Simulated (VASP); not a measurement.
Input of a VASP 6.6.1 run:

File INCAR:

```
PREC = Accurate
ENCUT = 520
EDIFF = 1E-6
ISMEAR = 0
SIGMA = 0.02
LREAL = False
LASPH = True
NELM = 100
ALGO = Normal
ISIF = 2
LWAVE = False
LCHARG = False
GGA = PE
NBANDS = 48
ISYM = 0
```

KPOINTS

```
Automatic mesh
0
Gamma
  6 6 6
  0.5 0.5 0.5
```

POSCAR

```
Ba2SnF6
1.0
    0.0000000000      4.3533251520      4.3533251520
    4.3533251520      0.0000000000      4.3533251520
    4.3533251520      4.3533251520      0.0000000000
Ba Sn F
2 1 6
Direct
    0.2500000000      0.2500000000      0.2500000000
    0.7500000000      0.7500000000      0.7500000000
    0.0000000000      0.0000000000      0.0000000000
    0.7384737750      0.2615262250      0.2615262250
    0.2615262250      0.7384737750      0.2615262250
    0.2615262250      0.7384737750      0.7384737750
    0.7384737750      0.2615262250      0.7384737750
    0.2615262250      0.2615262250      0.7384737750
    0.7384737750      0.7384737750      0.2615262250
```

Potentials or basis: VASP PAW PBE potentials, release 64 (Ba_sv, Sn_d, F).

Run with:

```sh
$ cat potpaw_PBE.64/Ba_sv/POTCAR potpaw_PBE.64/Sn_d/POTCAR potpaw_PBE.64/F/POTCAR > POTCAR
$ mpirun -np 1 vasp_std > vasp.out
```

Problem. Predict the band gap on the k mesh.

Solution. 2.35 eV, indirect (least direct gap 2.94 eV).

Problem. Estimate the pressure.

Solution. 0.2 GPa.

Problem. Estimate the largest force.

Solution. 0.007 eV/Å.

Forces in eV/Å, atoms in the order of the input:
```
Ba   0.000  0.000  0.000
Ba   0.000  0.000  0.000
Sn   0.000  0.000  0.000
F    0.007  0.000  0.000
F    0.000  0.007  0.000
F   -0.007  0.000  0.000
F    0.000 -0.007  0.000
F    0.000  0.000  0.007
F    0.000  0.000 -0.007
```

Caveat: spin-orbit coupling is left out, which moves the levels of the heavy elements. A hybrid or GW would open this gap; PBE tends to underestimate it.
